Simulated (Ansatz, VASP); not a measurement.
# Two plane-wave programs on LiCl

Contents of POSCAR:

```
LiCl
1.0
    0.0000000000      2.6904070802      2.7330425439
    2.6904070802      0.0000000000      2.7330425439
    2.6904070802      2.6904070802      0.0000000000
Li Cl
1 1
Direct
    0.0000000000      0.0000000000      0.0000000000
    0.2500000000      0.2500000000      0.2500000000
```

INCAR.step1

```
PREC     = Accurate       # precision mode
ENCUT    = 520            # plane-wave cutoff, eV
EDIFF    = 1E-5           # SCF threshold, eV
ISMEAR   = 0              # smearing method
SIGMA    = 0.01           # smearing width, eV
LREAL    = F              # projectors in reciprocal space
LASPH    = T              # aspherical terms in the spheres
NELM     = 100            # most SCF steps
ALGO     = Normal         # electronic algorithm
ISIF     = 2              # what is computed and relaxed
LWAVE    = T              # write WAVECAR
LCHARG   = F              # write CHGCAR
NBANDS   = 12             # bands
GGA      = PE             # functional
```

The input INCAR.step2:

```
PREC     = Accurate       # precision mode
ENCUT    = 520            # plane-wave cutoff, eV
EDIFF    = 1E-6           # SCF threshold, eV
ISMEAR   = 0              # smearing method
SIGMA    = 0.01           # smearing width, eV
LREAL    = F              # projectors in reciprocal space
LASPH    = T              # aspherical terms in the spheres
NELM     = 100            # most SCF steps
ALGO     = Normal         # electronic algorithm
ISIF     = 2              # what is computed and relaxed
LWAVE    = F              # write WAVECAR
LCHARG   = F              # write CHGCAR
GGA      = PE             # functional
LHFCALC  = T              # exact exchange
HFSCREEN = 0.2079         # screening, 1/A
PRECFOCK = Normal       
NBANDS   = 12             # bands
ISTART   = 1
```

File KPOINTS:

```
regular mesh
0
Gamma
  6 6 6
```

Input for Ansatz:

```yaml
crystal:
  lattice:
    - [0.0, 2.6904070802, 2.7330425439]
    - [2.6904070802, 0.0, 2.7330425439]
    - [2.6904070802, 2.6904070802, 0.0]
  atoms:
    - { symbol: Li, position: [0.0, 0.0, 0.0] }
    - { symbol: Cl, position: [0.25, 0.25, 0.25] }
kpoints:
  mp_grid: { grid: [6, 6, 6] }
  band_path:
    path:
      - [0.0, 0.0, 0.0]
      - [-0.5, -0.5, 0.0]
      - [-0.375, -0.375, 0.25]
      - [-0.375, 0.0, 0.375]
      - [0.0, 0.0, 0.5]
      - [-0.5, -0.25, 0.25]
    npoints: 1
hamiltonian:
  xc: hse06
scf:
  occupations: { method: fixed }
  n_extra_bands: 4
output:
  forces: true
  stress: true
  eigenvalues: true
  write_density: true
  write_potential: true
  elf: true
  volumetric_format: npy
```

Change from the starting cell: biaxial_xy strain -1.6%.

Alike in both runs: task single point; functional HSE06; k mesh 6 × 6 × 6; no spin polarisation.

```csv
,VASP,Ansatz
version,VASP 6.6.1,Ansatz 0.2.0
potentials or method,"VASP PAW PBE potentials, release 64 (Li_sv, Cl)","plane waves, PAW"
plane-wave cutoff (eV),520,420
occupations,"gaussian, width 0.01 eV",fixed
valence electrons in the cell,10,10
```

```tsv
	VASP	Ansatz	Ansatz less VASP
gap on the k mesh at the Fermi level (eV)	7.49	7.49	+0.002
```

Ansatz's warnings: stress exchange threshold loose, stress scf threshold loose.

Noted on VASP's run: the cutoff is under 1.25 times that of the potentials, so the pressure is a little rough.
